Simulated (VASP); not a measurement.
# MgO (I4mm) in VASP: notebook

The runs below take MgO through single point, with PBEsol.

All numbers are computed with VASP 6.6.1; they aren't measurements. Logs are shortened: lines on timing, memory, paths and dates and some standing lists are left out, and cuts for length are marked.

### 1 The cell of the first run

It takes space group I4mm (No. 107, tetragonal). Conventional cell: a = 3.020 Å, b = 3.020 Å, c = 4.270 Å, α = 90.00°, β = 90.00°, γ = 90.00°. Within 2.2 Å of Mg (site symmetry 4mm) lie 5 O at 1.64 to 2.19 Å. Within 2.2 Å of O (site symmetry 4mm) lie 5 Mg at 1.64 to 2.19 Å.

### 2 Single point, PBEsol (all Mg atoms moved -0.500 Å, as atom 1 along Cartesian [0 1 0])

INCAR

```
SYSTEM = MgO
PREC = Accurate
ENCUT = 520
EDIFF = 1E-7
ISMEAR = 0
SIGMA = 0.05
LREAL = .False.
LASPH = .True.
NELM = 60
ALGO = Normal
ISIF = 2
LWAVE = .False.
LCHARG = .True.
GGA = PS
LELF = .True.
LVHAR = .True.
NBANDS = 11
```

KPOINTS

```
regular mesh
0
Gamma
  10 10 10
  0 0 0
```

POSCAR

```
MgO
1.0
    0.0000000000      2.1351500000      2.1351500000
    2.1351500000      0.0000000000      2.1351500000
    2.1351500000      2.1351500000      0.0000000000
Mg O
1 1
Direct
   -0.1170877924      0.1170877924     -0.1170877924
    0.5000000000      0.5000000000      0.5000000000
```

Potentials or basis: VASP PAW PBE potentials, release 64 (Mg, O).

Command:

```
$ cat potpaw_PBE.64/Mg/POTCAR potpaw_PBE.64/O/POTCAR > POTCAR
$ mpirun -np 1 vasp_std > vasp.out
```

OUTCAR:

```text
SYSTEM = MgO
   PREC = Accurate
   ENCUT = 520
   EDIFF = 1E-7
   ISMEAR = 0
   LREAL = .False.
   LASPH = .True.
   NELM = 60
   ISIF = 2
   GGA = PS

 ion  position               nearest neighbor table
   1  0.883  0.117  0.883-   2 1.64   2 2.19   2 2.19   2 2.19   2 2.19   2 2.64
   2  0.500  0.500  0.500-   1 1.64   1 2.19   1 2.19   1 2.19   1 2.19   1 2.64

  LATTYP: Found a face centered cubic cell.
 ALAT       =     4.2703000000

  Lattice vectors:

 A1 = (   0.0000000000,   2.1351500000,   2.1351500000)
 A2 = (   2.1351500000,   0.0000000000,   2.1351500000)
 A3 = (   2.1351500000,   2.1351500000,   0.0000000000)

Analysis of symmetry for initial positions (statically):
=====================================================================
 Subroutine PRICEL returns:
 Original cell was already a primitive cell.

 Routine SETGRP: Setting up the symmetry group for a
 face centered cubic supercell.

 Subroutine GETGRP returns: Found  8 space group operations
 (whereof  8 operations were pure point group operations)
 out of a pool of 48 trial point group operations.

The static configuration has the point symmetry C_4v.

Analysis of symmetry for dynamics (positions and initial velocities):
=====================================================================
 Subroutine PRICEL returns:
 Original cell was already a primitive cell.

 Routine SETGRP: Setting up the symmetry group for a
 face centered cubic supercell.

 Subroutine GETGRP returns: Found  8 space group operations
 (whereof  8 operations were pure point group operations)
 out of a pool of 48 trial point group operations.

The dynamic configuration has the point symmetry C_4v.

 Subroutine INISYM returns: Found  8 space group operations
 (whereof  8 operations are pure point group operations),
 and found     1 'primitive' translations

----------------------------------------------------------------------------------------

                                     Primitive cell

  volume of cell :      19.4677

  direct lattice vectors                    reciprocal lattice vectors
     0.000000000  2.135150000  2.135150000    -0.234175585  0.234175585  0.234175585
     2.135150000  0.000000000  2.135150000     0.234175585 -0.234175585  0.234175585
     2.135150000  2.135150000  0.000000000     0.234175585  0.234175585 -0.234175585

  length of vectors
     3.019558088  3.019558088  3.019558088     0.405604011  0.405604011  0.405604011

  position of ions in fractional coordinates (direct lattice)
     0.882912208  0.117087792  0.882912208
     0.500000000  0.500000000  0.500000000

  ion indices of the primitive-cell ions
   primitive index   ion index
                 1           1
                 2           2

----------------------------------------------------------------------------------------

 KPOINTS: regular mesh

Automatic generation of k-mesh.
 Grid dimensions read from file:
 generate k-points for:   10   10   10

 Generating k-lattice:

  Cartesian coordinates                     Fractional coordinates (reciprocal lattice)
    -0.023417558  0.023417558  0.023417558     0.100000000  0.000000000  0.000000000
     0.023417558 -0.023417558  0.023417558     0.000000000  0.100000000  0.000000000
     0.023417558  0.023417558 -0.023417558     0.000000000  0.000000000  0.100000000

  Length of vectors
     0.040560401  0.040560401  0.040560401

  Shift w.r.t. Gamma in fractional coordinates (k-lattice)
     0.000000000  0.000000000  0.000000000

 Subroutine IBZKPT returns following result:
 ===========================================

 Found    102 irreducible k-points:

 Following reciprocal coordinates:
            Coordinates               Weight
  0.000000  0.000000  0.000000      1.000000
  0.100000  0.000000  0.000000      8.000000
  0.200000  0.000000  0.000000      8.000000
  0.300000  0.000000  0.000000      8.000000
  0.400000  0.000000  0.000000      8.000000
  0.500000  0.000000  0.000000      4.000000
[... 16 lines left out ...]
 -0.100000  0.100000  0.000000      8.000000
  0.100000  0.000000 -0.100000      4.000000
 [... further k-points ...]
   k-points           NKPTS =    102   k-points in BZ     NKDIM =    102   number of bands    NBANDS=     11
   number of dos      NEDOS =    301   number of ions     NIONS =      2
   total plane-waves  NPLWV =  13824
   dimension x,y,z NGX =    24 NGY =   24 NGZ =   24
   dimension x,y,z NGXF=    48 NGYF=   48 NGZF=   48
   ions per type =               1   1
   NGX,Y,Z   is equivalent  to a cutoff of  13.21, 13.21, 13.21 a.u.
   NGXF,Y,Z  is equivalent  to a cutoff of  26.43, 26.43, 26.43 a.u.
 SYSTEM =  MgO
   PREC   = accura    normal or accurate (medium, high low for compatibility)
   ISTART =      0    job   : 0-new  1-cont  2-samecut
   ICHARG =      2    charge: 1-file 2-atom 10-const
   ISPIN  =      1    spin polarized calculation?
   LNONCOLLINEAR =      F non collinear calculations
[... 56 lines left out ...]
 fundamental gap:      4.2470853927
 Fermi energy:         2.7631216005

 k-point     1 :       0.0000    0.0000    0.0000
  band No.  band energies     occupation
      1     -14.3297      2.00000
      2       2.3748      2.00000
      3       2.5183      2.00000
      4       2.5183      2.00000
      5       6.7654      0.00000
      6      18.5544      0.00000
      7      19.0371      0.00000
      8      19.0371      0.00000
      9      21.4014      0.00000
     10      23.8732      0.00000
     11      24.3131      0.00000

 k-point     2 :       0.1000    0.0000    0.0000
  band No.  band energies     occupation
      1     -14.2341      2.00000
      2       1.7821      2.00000
      3       2.4737      2.00000
      4       2.4741      2.00000
      5       7.3716      0.00000
      6      17.1350      0.00000
      7      19.0255      0.00000
      8      19.1653      0.00000
      9      22.8729      0.00000
     10      22.9785      0.00000
     11      23.8542      0.00000

 k-point     3 :       0.2000    0.0000    0.0000
  band No.  band energies     occupation
      1     -13.9723      2.00000
      2       0.5959      2.00000
      3       2.3538      2.00000
      4       2.3610      2.00000
      5       8.5638      0.00000
      6      15.3892      0.00000
      7      19.0803      0.00000
      8      19.2415      0.00000
      9      22.5020      0.00000
     10      22.6867      0.00000
     11      24.7044      0.00000

 k-point     4 :       0.3000    0.0000    0.0000
  band No.  band energies     occupation
      1     -13.6225      2.00000
      2      -0.5771      2.00000
      3       2.2104      2.00000
      4       2.2256      2.00000
      5       9.6061      0.00000
      6      14.3443      0.00000
      7      18.8871      0.00000
      8      18.9404      0.00000
      9      22.6035      0.00000
     10      23.2894      0.00000
     11      24.7968      0.00000

 k-point     5 :       0.4000    0.0000    0.0000
  band No.  band energies     occupation
      1     -13.3135      2.00000
      2      -1.4257      2.00000
      3       2.0981      2.00000
      4       2.1194      2.00000
      5      10.1254      0.00000
      6      14.0266      0.00000
      7      18.4834      0.00000
      8      18.8226      0.00000
      9      22.3594      0.00000
     10      24.7474      0.00000
     11      25.5184      0.00000
[... 211 lines left out ...]
 k-point    21 :      -0.2000    0.1000    0.0000
  band No.  band energies     occupation
      1     -13.7926      2.00000
      2       0.1622      2.00000
      3       1.9432      2.00000
      4       2.3429      2.00000
      5       9.2451      0.00000
      6      14.8578      0.00000
      7      17.8884      0.00000
      8      20.0658      0.00000
      9      22.1655      0.00000
     10      23.5372      0.00000
     11      24.8055      0.00000

 k-point    22 :       0.1000    0.0000   -0.2000
  band No.  band energies     occupation
      1     -13.7953      2.00000
      2       0.0397      2.00000
      3       2.0730      2.00000
      4       2.3608      2.00000
      5       9.4177      0.00000
      6      14.6033      0.00000
      7      18.1942      0.00000
      8      19.2684      0.00000
      9      21.6351      0.00000
     10      23.4744      0.00000
     11      26.4672      0.00000

 k-point    23 :      -0.1000    0.1000    0.0000
  band No.  band energies     occupation
      1     -14.0830      2.00000
      2       1.1706      2.00000
      3       2.2203      2.00000
      4       2.4537      2.00000
      5       8.1089      0.00000
      6      16.0348      0.00000
      7      18.6170      0.00000
      8      19.5876      0.00000
      9      22.3859      0.00000
     10      23.4882      0.00000
     11      24.3398      0.00000

 k-point    24 :       0.1000    0.0000   -0.1000
  band No.  band energies     occupation
      1     -14.0844      2.00000
      2       1.0583      2.00000
      3       2.3143      2.00000
      4       2.4619      2.00000
      5       8.2280      0.00000
      6      15.9232      0.00000
      7      18.7089      0.00000
      8      19.3260      0.00000
      9      21.7305      0.00000
     10      23.2840      0.00000
     11      25.0178      0.00000

 [... further k-points ...]
[... 5 lines left out ...]
  --------------------------------------------------------------------------------------
  -------------------------------------------------------------------------------------
  Total       -1.1576974     11.2477690     -1.1576974      0.0000000      0.0000000      0.0000000
  in kB      -95.2775298    925.6819655    -95.2775298      0.0000000      0.0000000      0.0000000
  external PRESSURE =     245.0423020 kB  Pullay stress =       0.0000000 kB

 VOLUME and BASIS-vectors are now :
 -----------------------------------------------------------------------------
  energy-cutoff  :      520.00
  volume of cell :       19.47
      direct lattice vectors                 reciprocal lattice vectors
     0.000000000  2.135150000  2.135150000    -0.234175585  0.234175585  0.234175585
     2.135150000  0.000000000  2.135150000     0.234175585 -0.234175585  0.234175585
     2.135150000  2.135150000  0.000000000     0.234175585  0.234175585 -0.234175585

 POSITION                                       TOTAL-FORCE (eV/Angst)
 -----------------------------------------------------------------------------------
      2.13515      3.77030      2.13515         0.000000      7.725926      0.000000
      2.13515      2.13515      2.13515         0.000000     -7.725926      0.000000
 -----------------------------------------------------------------------------------
    total drift:                               -0.000001     -0.001317     -0.000001

  FREE ENERGIE OF THE ION-ELECTRON SYSTEM (eV)
  ---------------------------------------------------
  free  energy   TOTEN  =       -11.3110696154 eV

  energy  without entropy=      -11.3110696154  energy(sigma->0) =      -11.31106962
```

Wall time 11 s (1 thread of Intel Xeon Platinum 8488C (Sapphire Rapids), shared host); peak memory 0.15 GiB.

Results:

```
Free energy            : -11.3111 eV
Pressure               : 24.5 GPa
Largest force          : 7.726 eV/Å
Band gap on the k mesh : 4.25 eV, direct
```

Forces in eV/Å, atoms in the order of the input:
```
Mg   0.000  7.726  0.000
O    0.000 -7.726  0.000
```

Caveat: the cell differs from its parent crystal (all Mg atoms moved -0.500 Å, as atom 1 along Cartesian [0 1 0]); the PAW data sets were made with another functional, which shifts forces and pressure a little.

### 3 Single point, PBEsol (all Mg atoms moved +0.375 Å, as atom 1 along Cartesian [0 1 0])

INCAR

```
  PREC = Accurate
  ENCUT = 520
  EDIFF = 1E-7
  ISMEAR = 0
  SIGMA = 0.05
  LREAL = False
  LASPH = True
  NELM = 80
  ALGO = Normal
  ISIF = 2
  LWAVE = False
  LCHARG = False
  GGA = PS
  NBANDS = 11
```

KPOINTS

```
regular mesh
0
Gamma
  10 10 10
```

Edit POSCAR of step 2 so:

```diff
@@ -8,3 +8,3 @@
 Direct
-   -0.1170877924      0.1170877924     -0.1170877924
+    0.0878158443     -0.0878158443      0.0878158443
     0.5000000000      0.5000000000      0.5000000000
```

Potentials or basis: VASP PAW PBE potentials, release 64 (Mg, O).

Command:

```
$ cat potpaw_PBE.64/Mg/POTCAR potpaw_PBE.64/O/POTCAR > POTCAR
$ mpirun -np 1 vasp_std > vasp.out
```

Wall time 17 s (1 thread of Intel Xeon Platinum 8488C (Sapphire Rapids), shared host); peak memory 0.15 GiB.

Results (log left out):

| Property | Result |
| --- | --- |
| Free energy | -12.0010 eV |
| Pressure | 8.4 GPa |
| Largest force | 3.735 eV/Å |
| Band gap on the k mesh | 4.23 eV, direct |

Forces in eV/Å, atoms in the order of the input:
```
Mg   0.000 -3.735  0.000
O    0.000  3.735  0.000
```

Stress tensor (GPa, compression positive):
```
-8.34  0.00  0.00
 0.00 41.99  0.00
 0.00  0.00 -8.34
```

Levels at points of the mesh, in eV from the valence-band top:
| k point | band 2 | band 3 | band 4 | band 5 | band 6 | band 7 |
| --- | --- | --- | --- | --- | --- | --- |
| (0.00, 0.00, 0.00) | -0.13 | 0.00 | 0.00 | 4.23 | 15.75 | 16.03 |
| (0.50, 0.00, 0.00) | -4.37 | -0.56 | -0.51 | 7.61 | 11.66 | 15.77 |
| (0.50, 0.50, 0.00) | -3.86 | -1.34 | -1.22 | 8.98 | 9.36 | 12.69 |
| (0.50, 0.00, 0.50) | -3.70 | -1.21 | -1.21 | 8.80 | 9.02 | 12.65 |

Caveat: the cell differs from its parent crystal (all Mg atoms moved +0.375 Å, as atom 1 along Cartesian [0 1 0]); the PAW data sets were made with another functional, which shifts forces and pressure a little.

### 4 Single point, PBEsol (all Mg atoms moved -0.250 Å, as atom 1 along Cartesian [0 1 0])

INCAR

```
  ALGO = Normal
  EDIFF = 1E-6
  ENCUT = 520
  GGA = PS
  ISIF = 2
  ISMEAR = 0
  LASPH = T
  LCHARG = F
  LREAL = F
  LWAVE = F
  NBANDS = 11
  NELM = 100
  PREC = Accurate
  SIGMA = 0.05
```

KPOINTS

```
k-points
0
Gamma
  10 10 10
```

Edit POSCAR of step 3 so:

```diff
@@ -8,3 +8,3 @@
 Direct
-    0.0878158443     -0.0878158443      0.0878158443
+   -0.0585438962      0.0585438962     -0.0585438962
     0.5000000000      0.5000000000      0.5000000000
```

Command:

```
$ cat potpaw_PBE.64/Mg/POTCAR potpaw_PBE.64/O/POTCAR > POTCAR
$ mpirun -np 1 vasp_std > vasp.out
```

It took 9.5 s on 1 thread of Intel Xeon Platinum 8488C (Sapphire Rapids), shared host; peak memory 0.15 GiB.

Results (log left out):

- Free energy: -12.3244 eV
- Pressure: -0.5 GPa
- Largest force: 1.670 eV/Å
- Band gap on the k mesh: 4.24 eV, direct

Forces in eV/Å, atoms in the order of the input:
```
Mg   0.000  1.670  0.000
O    0.000 -1.670  0.000
```

Stress tensor (GPa, compression positive):
```
-7.27  0.00  0.00
 0.00 13.08  0.00
 0.00  0.00 -7.27
```

Levels at points of the mesh, in eV from the valence-band top:
```tsv
k point	band 1	band 2	band 3	band 4	band 5	band 6	band 7	band 8	band 9
(0.00, 0.00, 0.00)	-16.97	-0.08	0.00	0.00	4.24	15.56	15.68	15.68	19.06
(0.50, 0.00, 0.00)	-15.78	-4.45	-0.60	-0.57	7.54	11.84	15.76	15.95	20.02
(0.50, 0.50, 0.00)	-15.53	-3.93	-1.33	-1.28	9.09	9.20	12.61	18.17	18.64
(0.50, 0.00, 0.50)	-15.54	-3.86	-1.27	-1.27	8.94	9.11	12.63	18.33	18.33
```

Caveat: the cell differs from its parent crystal (all Mg atoms moved -0.250 Å, as atom 1 along Cartesian [0 1 0]); the PAW data sets were made with another functional, which shifts forces and pressure a little.

### 5 Single point, PBEsol (all Mg atoms moved +0.438 Å, as atom 1 along Cartesian [0 1 0])

INCAR

```
ALGO = Normal ; EDIFF = 1E-7
ENCUT = 520 ; GGA = PS
ISIF = 2 ; ISMEAR = 0
LASPH = T ; LCHARG = F
LREAL = F ; LWAVE = F
NBANDS = 11 ; NELM = 80
PREC = Accurate ; SIGMA = 0.05
```

KPOINTS is that of step 4.

Edit POSCAR of step 4 so:

```diff
@@ -8,3 +8,3 @@
 Direct
-   -0.0585438962      0.0585438962     -0.0585438962
+    0.1024518184     -0.1024518184      0.1024518184
     0.5000000000      0.5000000000      0.5000000000
```

Command:

```
$ cat potpaw_PBE.64/Mg/POTCAR potpaw_PBE.64/O/POTCAR > POTCAR
$ mpirun -np 1 vasp_std > vasp.out
```

It took 11 s on 1 thread of Intel Xeon Platinum 8488C (Sapphire Rapids), shared host; peak memory 0.15 GiB.

Results (log left out):

```
Free energy            : -11.7179 eV
Pressure               : 15.4 GPa
Largest force          : 5.414 eV/Å
Band gap on the k mesh : 4.24 eV, direct
```

Forces on the atoms (eV/Å):
```
Mg   0.000 -5.414  0.000
O    0.000  5.414  0.000
```

Stress tensor (GPa, compression positive):
```
-8.93  0.00  0.00
 0.00 63.94  0.00
 0.00  0.00 -8.93
```

Levels at points of the mesh, in eV from the valence-band top:
```tsv
k point	band 1	band 2	band 3	band 4	band 5	band 6	band 7	band 8	band 9
(0.00, 0.00, 0.00)	-16.90	-0.15	0.00	0.00	4.24	15.88	16.26	16.26	18.93
(0.50, 0.00, 0.00)	-15.74	-4.32	-0.52	-0.48	7.66	11.58	15.78	16.20	19.77
(0.50, 0.50, 0.00)	-15.48	-3.82	-1.35	-1.16	8.87	9.52	12.74	18.12	19.12
(0.50, 0.00, 0.50)	-15.51	-3.58	-1.17	-1.17	8.64	9.07	12.64	18.50	18.50
```

Caveat: the cell differs from its parent crystal (all Mg atoms moved +0.438 Å, as atom 1 along Cartesian [0 1 0]); the PAW data sets were made with another functional, which shifts forces and pressure a little.

### 6 Single point, PBEsol (all Mg atoms moved +0.312 Å, as atom 1 along Cartesian [0 1 0])

INCAR

```
SYSTEM = MgO
  PREC = Accurate
  ENCUT = 520
  EDIFF = 1E-6
  ISMEAR = 0
  SIGMA = 0.05
  LREAL = .FALSE.
  LASPH = .TRUE.
  NELM = 100
  ALGO = Normal
  ISIF = 2
  LWAVE = .FALSE.
  LCHARG = .FALSE.
  GGA = PS
  NBANDS = 11
```

KPOINTS

```
regular mesh
0
G
  10 10 10
  0 0 0
```

Edit POSCAR of step 5 so:

```diff
@@ -8,3 +8,3 @@
 Direct
-    0.1024518184     -0.1024518184      0.1024518184
+    0.0731798703     -0.0731798703      0.0731798703
     0.5000000000      0.5000000000      0.5000000000
```

Potentials or basis: VASP PAW PBE potentials, release 64 (Mg, O).

Command:

```
$ cat potpaw_PBE.64/Mg/POTCAR potpaw_PBE.64/O/POTCAR > POTCAR
$ mpirun -np 1 vasp_std > vasp.out
```

Wall time 9.3 s (1 thread of Intel Xeon Platinum 8488C (Sapphire Rapids), shared host); peak memory 0.15 GiB.

The run converged. Its results:

```
Free energy            : -12.1946 eV
Pressure               : 3.3 GPa
Largest force          : 2.529 eV/Å
Band gap on the k mesh : 4.24 eV, direct
```

Forces on the atoms (eV/Å):
```
Mg   0.000 -2.529  0.000
O    0.000  2.529  0.000
```

Stress tensor (GPa, compression positive):
```
-7.76  0.00  0.00
 0.00 25.41  0.00
 0.00  0.00 -7.76
```

Levels at points of the mesh, in eV from the valence-band top:
```tsv
k point	band 1	band 2	band 3	band 4	band 5	band 6	band 7	band 8
(0.00, 0.00, 0.00)	-16.96	-0.11	0.00	0.00	4.24	15.65	15.84	15.84
(0.50, 0.00, 0.00)	-15.78	-4.42	-0.58	-0.54	7.57	11.75	15.76	16.04
(0.50, 0.50, 0.00)	-15.52	-3.90	-1.33	-1.26	9.10	9.21	12.65	18.15
(0.50, 0.00, 0.50)	-15.53	-3.79	-1.24	-1.24	8.96	8.97	12.65	18.38
```

Caveat: the cell differs from its parent crystal (all Mg atoms moved +0.312 Å, as atom 1 along Cartesian [0 1 0]); the PAW data sets were made with another functional, which shifts forces and pressure a little.

### 7 Single point, PBEsol (all Mg atoms moved +0.188 Å, as atom 1 along Cartesian [0 1 0])

INCAR

```
SYSTEM = MgO
PREC = Accurate
ENCUT = 520
EDIFF = 1E-6
ISMEAR = 0
SIGMA = 0.05
LREAL = .False.
LASPH = .True.
NELM = 100
ALGO = Normal
ISIF = 2
LWAVE = .False.
LCHARG = .True.
GGA = PS
LELF = .True.
LVHAR = .True.
NBANDS = 11
```

KPOINTS

```
regular mesh
0
Gamma
  10 10 10
  0 0 0
```

Edit POSCAR of step 6 so:

```diff
@@ -8,3 +8,3 @@
 Direct
-    0.0731798703     -0.0731798703      0.0731798703
+    0.0439079222     -0.0439079222      0.0439079222
     0.5000000000      0.5000000000      0.5000000000
```

Command:

```
$ cat potpaw_PBE.64/Mg/POTCAR potpaw_PBE.64/O/POTCAR > POTCAR
$ mpirun -np 1 vasp_std > vasp.out
```

It took 9.5 s on 1 thread of Intel Xeon Platinum 8488C (Sapphire Rapids), shared host; peak memory 0.15 GiB.

Results (log left out):

* Free energy: -12.4086 eV
* Pressure: -3.0 GPa
* Largest force: 1.059 eV/Å
* Band gap on the k mesh: 4.24 eV, direct

Forces in eV/Å, atoms in the order of the input:
```
Mg   0.000 -1.059  0.000
O    0.000  1.059  0.000
```

Stress tensor (GPa, compression positive):
```
-6.73  0.00  0.00
 0.00  4.34  0.00
 0.00  0.00 -6.73
```

Levels at points of the mesh, in eV from the valence-band top:
```tsv
k point	band 2	band 3	band 4	band 5	band 6	band 7
(0.00, 0.00, 0.00)	-0.05	0.00	0.00	4.24	15.49	15.56
(0.50, 0.00, 0.00)	-4.47	-0.61	-0.59	7.52	11.92	15.76
(0.50, 0.50, 0.00)	-3.95	-1.32	-1.30	9.00	9.30	12.58
(0.50, 0.00, 0.50)	-3.91	-1.28	-1.28	8.91	9.25	12.60
```

Caveat: the cell differs from its parent crystal (all Mg atoms moved +0.188 Å, as atom 1 along Cartesian [0 1 0]); the PAW data sets were made with another functional, which shifts forces and pressure a little.
